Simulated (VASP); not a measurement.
Crystal: Pb.

```xyz
1
Lattice="-1.9878 1.9907 1.9934 1.9795 -1.9575 1.9519 1.9966 1.9663 -1.9602" Properties=species:S:1:pos:R:3 pbc="T T T"
Pb    0.0000    0.0000    0.0000
```

```yaml
Program: VASP 6.6.1
Task: relaxation of cell and atoms
Functional: RPBE
Potentials_or_basis: VASP PAW PBE potentials, release 64 (Pb_d)
Cutoff: 600 eV
k_mesh: 7 × 7 × 7
Occupations: fermi-dirac, width 0.1 eV
Spin: collinear spin, zero start
Starting_moments: "[0.0] μB"
```

At the start: pressure 2.3 GPa; volume 31.03 Å³/atom.

**Question.** How do energy, volume and symmetry change on relaxing?

**Answer.** Over 3 steps the energy falls by 12.1 meV/atom and the volume is 32.83 Å³/atom (+5.8 %); space group Im-3m (No. 229, to 0.1 Å) before and after; moment 0.00 μB per cell.

The path:
| step | energy change (eV) | largest force (eV/Å) | pressure (GPa) | volume (Å³) |
| --- | --- | --- | --- | --- |
| 1 | 0.0000 | 0.0000 | 2.26 | 31.03 |
| 2 | -0.0120 | 0.0000 | -0.23 | 33.04 |
| 3 | -0.0121 | 0.0000 | -0.01 | 32.83 |

Final structure:
```yaml
crystal:
  lattice:
    - [-2.02658, 2.02528, 2.02421]
    - [2.02042, -2.00064, 1.99349]
    - [2.03297, 2.00702, -1.99962]
  atoms:
    - { symbol: Pb, position: [0.00000, 0.00000, 0.00000] }
```

Caveat: the PAW data sets were made with another functional, which shifts forces and pressure a little.
